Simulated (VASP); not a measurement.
# CoSi2: electric field gradients with PBEsol

The system is CoSi2.

```
Co Si
1.0
    -0.08048    2.64226    2.64226
     2.64226   -0.08048    2.64226
     2.64226    2.64226   -0.08048
Co Si
1 2
Cartesian
  0.0000 0.0000 0.0000
  1.3010 1.3010 1.3010
  3.9030 3.9030 3.9030
```

This cell differs from its parent crystal: equal xy, yz and zx shear strains of -3 %.

| Quantity | Value |
| --- | --- |
| Program | VASP 6.6.1 |
| Task | electric field gradients |
| Functional | PBEsol |
| Potentials or basis | VASP PAW PBE potentials, release 64 (Co, Si) |
| Cutoff | 520 eV |
| k mesh | 11 × 11 × 11 |
| Occupations | fermi-dirac, width 0.05 eV |
| Spin | collinear spin, ferromagnetic start |
| Starting moments | [2.0, 0.0, 0.0] μB |
| Dipole correction | no |
| Further INCAR settings | ALGO = Normal; EDIFF = 1e-08; NBANDS = 20 |

| Property | Result |
| --- | --- |
| Pressure | -4.8 GPa |
| Largest force | 0.486 eV/Å |
| Net moment | 0.00 μB per cell |
| Largest electric field gradient by atom | Co -24.1; Si -9.2 V/Å² |
| Valence electrons inside the program's atomic spheres | Co 8.86; Si 1.59 |

Forces in eV/Å, atoms in the order of the input:
```
Co   0.000  0.000  0.000
Si   0.281  0.281  0.281
Si  -0.281 -0.281 -0.281
```

Stress tensor (GPa, compression positive):
```
-4.76  4.81  4.81
 4.81 -4.76  4.81
 4.81  4.81 -4.76
```

Levels at points of the mesh, in eV from the Fermi level:
Spin up:
```csv
k point,band 7,band 8,band 9,band 10,band 11,band 12
"(0.00, 0.00, 0.00)",0.64,3.22,3.22,3.27,3.27,3.67
```
Spin down:
```csv
k point,band 7,band 8,band 9,band 10,band 11,band 12
"(0.00, 0.00, 0.00)",0.64,3.22,3.22,3.27,3.27,3.67
```

Electric field gradients, principal values (V/Å²):
```
atom   least  middle  greatest (by size)
1 Co  12.072  12.072             -24.143
2 Si   4.622   4.622              -9.243
3 Si   4.622   4.622              -9.243
```

It took 5 min on 1 thread of Oxide Virtual Turin-like Processor (shared host), peak memory 0.26 GiB.

Caveat: the cell differs from its parent crystal (equal xy, yz and zx shear strains of -3 %); the cell stands under tension; the moments typed at the start vanished in this run; without QUAD_EFG the Cq values of the log hold for a quadrupole moment of 1 mb, not for the nuclei; the PAW data sets were made with another functional, which shifts forces and pressure a little.
